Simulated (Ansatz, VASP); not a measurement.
## Two plane-wave programs on PbO2

```
Pb O
1.0
     3.38092    0.00000    0.00000
     0.00000    3.38092    0.00000
     0.00000    0.00000    4.90797
Pb O
2 4
Cartesian
  0.0000 0.0000 0.0000
  1.6905 1.6905 2.4540
  0.0000 1.6905 1.4882
  0.0000 1.6905 3.9422
  1.6905 0.0000 3.4198
  1.6905 0.0000 0.9658
```

Alike in both runs: task single point; functional r2SCAN; k mesh 6 × 6 × 4; occupations gaussian, width 0.1 eV; no spin polarisation.

```csv
,VASP,Ansatz
version,VASP 6.6.1,Ansatz 0.2.0
potentials or method,"VASP PAW PBE potentials, release 64 (Pb_d, O), cutoff 520 eV","scalar-relativistic, plane waves, PAW"
valence electrons in the cell,52,52
```

|  | VASP | Ansatz | Ansatz less VASP |
| --- | --- | --- | --- |
| gap on the k mesh at the Fermi level (eV) | 1.80 | 1.81 | +0.010 |
| least direct gap on the mesh (eV) | 2.56 | 2.57 | +0.008 |
| rms of the force components (eV/Å) | 0.743 | 0.739 | -0.0041 |

VASP's potentials were made for PBE, not for r2SCAN. Atom by atom the forces differ by 0.004 eV/Å (rms over components). With one functional, cell and mesh, what is left measures potentials, basis and numerics.

Spin-orbit coupling is off throughout.
